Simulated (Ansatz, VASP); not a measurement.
**TiC3 in VASP and in Ansatz**

```
CELL_PARAMETERS angstrom
3.19814 0.00000 0.00000
0.00000 3.19814 0.00000
0.00000 0.00000 3.19814
ATOMIC_POSITIONS crystal
Ti 0.50000 0.50000 0.50000
C 0.50000 0.00000 0.00000
C 0.00000 0.50000 0.00000
C 0.00000 0.00000 0.50000
```

Alike in both runs: task relaxation of cell and atoms; functional PBE; k mesh 14 × 14 × 14; occupations gaussian, width 0.1 eV; no spin polarisation.

|  | VASP | Ansatz |
| --- | --- | --- |
| version | VASP 6.6.1 | Ansatz 0.2.0 |
| potentials or method | VASP PAW PBE potentials, release 64 (Ti_sv, C), cutoff 600 eV | scalar-relativistic, plane waves, PAW |
| valence electrons in the cell | 24 | 24 |

VASP gave:

```
gap on the k mesh at the Fermi level, each at its own relaxed structure (eV) : none
relaxed volume (Å³/atom)                                                     : 8.20
relaxed cell length with the largest relative difference (Å)                 : 3.202
```

Which values does Ansatz return?

gap on the k mesh at the Fermi level, each at its own relaxed structure (eV): none; relaxed volume (Å³/atom): 8.20; relaxed cell length with the largest relative difference (Å): 3.201.

A gap of «none» marks a metal or a gap that the smearing closes.
